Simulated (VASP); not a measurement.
# Sc (I4/mmm) in VASP: further runs

Runs on Sc. Level: PBEsol. Tasks: single point.

Program: VASP 6.6.1. These are calculated values, not measurements. Logs are shortened: lines on timing, memory, paths and dates and some standing lists are left out, and cuts for length are marked.

### Step 1. The cell of the first run

Symmetry: I4/mmm, No. 139, tetragonal system. The conventional cell has a = 3.163 Å, b = 3.163 Å, c = 4.609 Å, α = 90.00°, β = 90.00°, γ = 90.00°. Sc (site symmetry 4/mmm) has 12 Sc at 3.16 to 3.21 Å within 4.2 Å.

### Step 2. Single point, PBEsol (strain -0.015 along x and y, +0.015 along z)

Contents of INCAR:

```
SYSTEM = Sc
  PREC = Accurate
  ENCUT = 520
  EDIFF = 1E-6
  ISMEAR = 0
  SIGMA = 0.15
  LREAL = .FALSE.
  LASPH = .TRUE.
  NELM = 60
  ALGO = Normal
  ISIF = 2
  LWAVE = .FALSE.
  LCHARG = .FALSE.
  GGA = PS
  NBANDS = 12
```

Contents of KPOINTS:

```
Automatic mesh
0
G
  18 18 18
  0 0 0
```

Contents of POSCAR:

```
Sc
1.0
    0.0000000000      2.2364425000      2.3045575000
    2.2364425000      0.0000000000      2.3045575000
    2.2364425000      2.2364425000      0.0000000000
Sc
1
Direct
    0.0000000000      0.0000000000      0.0000000000
```

Potentials or basis: VASP PAW PBE potentials, release 64 (Sc_sv).

The run is started by

```
cat potpaw_PBE.64/Sc_sv/POTCAR > POTCAR
mpirun -np 1 vasp_std > vasp.out
```

OUTCAR:

```text
SYSTEM = Sc
   PREC = Accurate
   ENCUT = 520
   EDIFF = 1E-6
   ISMEAR = 0
   LREAL = .FALSE.
   LASPH = .TRUE.
   NELM = 60
   ISIF = 2
   GGA = PS

 ion  position               nearest neighbor table
   1  0.000  0.000  0.000-

  LATTYP: Found a body centered tetragonal cell.
 ALAT       =     3.1628073150
 C/A-ratio  =     1.4572860567

  Lattice vectors:

 A1 = (  -2.2364425000,   0.0000000000,   2.3045575000)
 A2 = (   2.2364425000,   0.0000000000,   2.3045575000)
 A3 = (   0.0000000000,   2.2364425000,  -2.3045575000)

Analysis of symmetry for initial positions (statically):
=====================================================================
 Subroutine PRICEL returns:
 Original cell was already a primitive cell.

 Routine SETGRP: Setting up the symmetry group for a
 body centered tetragonal supercell.

 Subroutine GETGRP returns: Found 16 space group operations
 (whereof 16 operations were pure point group operations)
 out of a pool of 16 trial point group operations.

The static configuration has the point symmetry D_4h.

Analysis of symmetry for dynamics (positions and initial velocities):
=====================================================================
 Subroutine PRICEL returns:
 Original cell was already a primitive cell.

 Routine SETGRP: Setting up the symmetry group for a
 body centered tetragonal supercell.

 Subroutine GETGRP returns: Found 16 space group operations
 (whereof 16 operations were pure point group operations)
 out of a pool of 16 trial point group operations.

The dynamic configuration has the point symmetry D_4h.

 Subroutine INISYM returns: Found 16 space group operations
 (whereof 16 operations are pure point group operations),
 and found     1 'primitive' translations

----------------------------------------------------------------------------------------

                                     Primitive cell

  volume of cell :      23.0533

  direct lattice vectors                    reciprocal lattice vectors
     0.000000000  2.236442500  2.304557500    -0.223569352  0.223569352  0.216961391
     2.236442500  0.000000000  2.304557500     0.223569352 -0.223569352  0.216961391
     2.236442500  2.236442500  0.000000000     0.223569352  0.223569352 -0.216961391

  length of vectors
     3.211333107  3.211333107  3.162807315     0.383456328  0.383456328  0.383456328

  position of ions in fractional coordinates (direct lattice)
     0.000000000  0.000000000  0.000000000

  ion indices of the primitive-cell ions
   primitive index   ion index
                 1           1

----------------------------------------------------------------------------------------

 KPOINTS: Automatic mesh

Automatic generation of k-mesh.
 Grid dimensions read from file:
 generate k-points for:   18   18   18

 Generating k-lattice:

  Cartesian coordinates                     Fractional coordinates (reciprocal lattice)
    -0.012420520  0.012420520  0.012053411     0.055555556  0.000000000  0.000000000
     0.012420520 -0.012420520  0.012053411     0.000000000  0.055555556  0.000000000
     0.012420520  0.012420520 -0.012053411    -0.000000000 -0.000000000  0.055555556

  Length of vectors
     0.021303129  0.021303129  0.021303129

  Shift w.r.t. Gamma in fractional coordinates (k-lattice)
     0.000000000  0.000000000  0.000000000

 Subroutine IBZKPT returns following result:
 ===========================================

 Found    480 irreducible k-points:

 Following reciprocal coordinates:
            Coordinates               Weight
  0.000000  0.000000  0.000000      1.000000
  0.055556  0.000000  0.000000      8.000000
  0.111111  0.000000  0.000000      8.000000
  0.166667  0.000000  0.000000      8.000000
  0.222222  0.000000  0.000000      8.000000
  0.277778 -0.000000  0.000000      8.000000
[... 16 lines left out ...]
 -0.277778  0.055556  0.000000      8.000000
 -0.222222  0.055556  0.000000      8.000000
 [... further k-points ...]
   k-points           NKPTS =    480   k-points in BZ     NKDIM =    480   number of bands    NBANDS=     12
   number of dos      NEDOS =    301   number of ions     NIONS =      1
   total plane-waves  NPLWV =  13824
   dimension x,y,z NGX =    24 NGY =   24 NGZ =   24
   dimension x,y,z NGXF=    48 NGYF=   48 NGZF=   48
   ions per type =               1
   NGX,Y,Z   is equivalent  to a cutoff of  12.42, 12.42, 12.62 a.u.
   NGXF,Y,Z  is equivalent  to a cutoff of  24.85, 24.85, 25.23 a.u.
 SYSTEM =  Sc
   PREC   = accura    normal or accurate (medium, high low for compatibility)
   ISTART =      0    job   : 0-new  1-cont  2-samecut
   ICHARG =      2    charge: 1-file 2-atom 10-const
   ISPIN  =      1    spin polarized calculation?
   LNONCOLLINEAR =      F non collinear calculations
   LSORBIT =      F    spin-orbit coupling
   LASPH  =      T    aspherical Exc in radial PAW
   ENCUT  =  520.0 eV  38.22 Ry    6.18 a.u.   5.97  5.97  5.88*2*pi/ulx,y,z
   NELM   =     60;   NELMIN=  2; NELMDL= -5     # of ELM steps
   EDIFF  = 0.1E-05   stopping-criterion for ELM
   LREAL  =      F    real-space projection
   EDIFFG = 0.1E-04   stopping-criterion for IOM
   NSW    =      0    number of steps for IOM
   IBRION =     -1    ionic relax: 0-MD 1-quasi-New 2-CG
   NFREE  =      0    steps in history (QN), initial steepest desc. (CG)
   ISIF   =      2    stress and relaxation
   ISYM   =      2    0-nonsym 1-usesym 2-fastsym
   POTIM  = 0.5000    time-step for ionic-motion
   TEBEG  =    0.0;   TEEND  =   0.0 temperature during run
   PSTRESS=    0.0 pullay stress
   NELECT =      11.0000    total number of electrons
   NUPDOWN=      -1.0000    fix difference up-down
   EMIN   =  10.00;   EMAX   =-10.00  energy-range for DOS
   EFERMI =   0.00;   METHOD = LEGACY
   ISMEAR =     0;   SIGMA  =   0.15  broadening in eV -4-tet -1-fermi 0-gaus
   EFERMI_NEDOS =   21; number of points for ismear=-14 and -15
   IALGO  =     38    algorithm
   IMIX   =      4    mixing-type and parameters
     AMIX     =   0.40;   BMIX     =  1.00
     AMIX_MAG =   1.60;   BMIX_MAG =  1.00
  volume/ion in A,a.u.               =      23.05       155.57
  Fermi-wavevector in a.u.,A,eV,Ry     =   1.279268  2.417465 22.266281  1.636525
  Thomas-Fermi vector in A             =   2.411763
   LORBIT       =      0    0 simple, 1 ext, 2 COOP (PROOUT), +10 PAW based schemes
   GGA     = PS    functional components
   LHFCALC =     F    Hartree Fock is set to
   AEXX    =    0.0000 exact exchange contribution
   IVDW    =     0    specifies the selected vdW correction
   LEPSILON=     F    determine dielectric tensor
   LRPA    =     F    only Hartree local field effects (RPA)
 non-spin polarized calculation
 Gauss-broadening in eV      SIGMA  =   0.15
  energy-cutoff  :      520.00
  volume of cell :       23.05
 maximum number of plane-waves:       638
   NGX = 11   NGY = 11   NGZ = 11

 number of electron      11.0000000 magnetization

 Free energy of the ion-electron system (eV)
  ---------------------------------------------------
  ext. energy  EPLUGINS =         0.00000000
  ---------------------------------------------------
  free energy    TOTEN  =        -6.56572191 eV

  energy without entropy =       -6.54564437  energy(sigma->0) =       -6.55568314

 E-fermi :   4.0362     XC(G=0): -10.2636

 val. band max:        4.0340836855   @ k =  -0.2778   0.1111   0.2778
 cond. band min:       4.0427426988   @ k =   0.3889   0.2222   0.0000
 fundamental gap:      0.0086590133
 Fermi energy:         4.0362437851

 k-point     1 :       0.0000    0.0000    0.0000
  band No.  band energies     occupation
      1     -45.0102      2.00000
      2     -23.4698      2.00000
      3     -23.4698      2.00000
      4     -23.4695      2.00000
      5      -1.2869      2.00000
      6       5.5637      0.00000
      7       5.7766      0.00000
      8       5.7766      0.00000
      9       7.0826      0.00000
     10       7.3356      0.00000
     11      16.9393      0.00000
     12      20.2068      0.00000

 k-point     2 :       0.0556    0.0000    0.0000
  band No.  band energies     occupation
      1     -45.0078      2.00000
      2     -23.4855      2.00000
      3     -23.4718      2.00000
      4     -23.4715      2.00000
      5      -1.2032      2.00000
      6       5.5572      0.00000
      7       5.7501      0.00000
      8       5.8092      0.00000
      9       7.0623      0.00000
     10       7.3086      0.00000
     11      17.0289      0.00000
     12      19.7936      0.00000

 k-point     3 :       0.1111    0.0000    0.0000
  band No.  band energies     occupation
      1     -45.0008      2.00000
      2     -23.5307      2.00000
      3     -23.4784      2.00000
      4     -23.4763      2.00000
      5      -0.9568      2.00000
      6       5.4408      0.00000
      7       5.7688      0.00000
      8       5.8956      0.00000
      9       7.0202      0.00000
     10       7.2439      0.00000
     11      17.2095      0.00000
     12      18.6098      0.00000
[... 286 lines left out ...]
 k-point    23 :      -0.2778    0.0556    0.0000
  band No.  band energies     occupation
      1     -44.9564      2.00000
      2     -23.8026      2.00000
      3     -23.5330      2.00000
      4     -23.5004      2.00000
      5       0.8334      2.00000
      6       4.5695      0.00000
      7       5.6938      0.00000
      8       6.0119      0.00000
      9       7.2785      0.00000
     10       7.6920      0.00000
     11      14.0544      0.00000
     12      17.1868      0.00000

 k-point    24 :      -0.2222    0.0556    0.0000
  band No.  band energies     occupation
      1     -44.9701      2.00000
      2     -23.7189      2.00000
      3     -23.5194      2.00000
      4     -23.4905      2.00000
      5       0.2250      2.00000
      6       4.8062      0.00000
      7       5.7901      0.00000
      8       6.0943      0.00000
      9       7.0573      0.00000
     10       7.4126      0.00000
     11      15.2739      0.00000
     12      17.5234      0.00000

 [... further k-points ...]

------------------------ aborting loop because EDIFF is reached ----------------------------------------

  FORCE on cell =-STRESS in cart. coord.  units (eV):
  Direction    XX          YY          ZZ          XY          YZ          ZX
  --------------------------------------------------------------------------------------
  -------------------------------------------------------------------------------------
  Total        0.2374535      0.2374535      0.0992835      0.0000000      0.0000000      0.0000000
  in kB       16.5027410     16.5027410      6.9000906      0.0000000      0.0000000      0.0000000
  external PRESSURE =      13.3018576 kB  Pullay stress =       0.0000000 kB

 VOLUME and BASIS-vectors are now :
 -----------------------------------------------------------------------------
  energy-cutoff  :      520.00
  volume of cell :       23.05
      direct lattice vectors                 reciprocal lattice vectors
     0.000000000  2.236442500  2.304557500    -0.223569352  0.223569352  0.216961391
     2.236442500  0.000000000  2.304557500     0.223569352 -0.223569352  0.216961391
     2.236442500  2.236442500  0.000000000     0.223569352  0.223569352 -0.216961391

 POSITION                                       TOTAL-FORCE (eV/Angst)
 -----------------------------------------------------------------------------------
      0.00000      0.00000      0.00000        -0.000000      0.000000      0.000000
 -----------------------------------------------------------------------------------
    total drift:                               -0.000000     -0.000000     -0.000000

  FREE ENERGIE OF THE ION-ELECTRON SYSTEM (eV)
  ---------------------------------------------------
  free  energy   TOTEN  =        -6.5657219109 eV

  energy  without entropy=       -6.5456443732  energy(sigma->0) =       -6.55568314
```

It took 94 s on 1 thread of Oxide Virtual Turin-like, shared host; peak memory 0.2 GiB.

Results:

* Free energy: -6.5657 eV
* Pressure: 1.3 GPa
* Band gap on the k mesh: zero (an odd number of electrons rules out a gap without spin polarisation)

Levels at points of the mesh, in eV from the Fermi level:
| k point | band 3 | band 4 | band 5 | band 6 | band 7 | band 8 |
| --- | --- | --- | --- | --- | --- | --- |
| (0.00, 0.00, 0.00) | -27.51 | -27.51 | -5.32 | 1.53 | 1.74 | 1.74 |
| (0.50, 0.00, 0.00) | -27.58 | -27.56 | -1.86 | 0.37 | 1.42 | 1.66 |
| (0.50, 0.50, 0.00) | -27.67 | -27.67 | -1.70 | -0.69 | 1.86 | 4.17 |
| (0.50, 0.00, 0.50) | -27.71 | -27.67 | -1.66 | -0.75 | 2.31 | 4.15 |

Caveat: the cell differs from its parent crystal (strain -0.015 along x and y, +0.015 along z); the PAW data sets were made with another functional, which shifts forces and pressure a little.

(Part 1 of 2 ends here.)
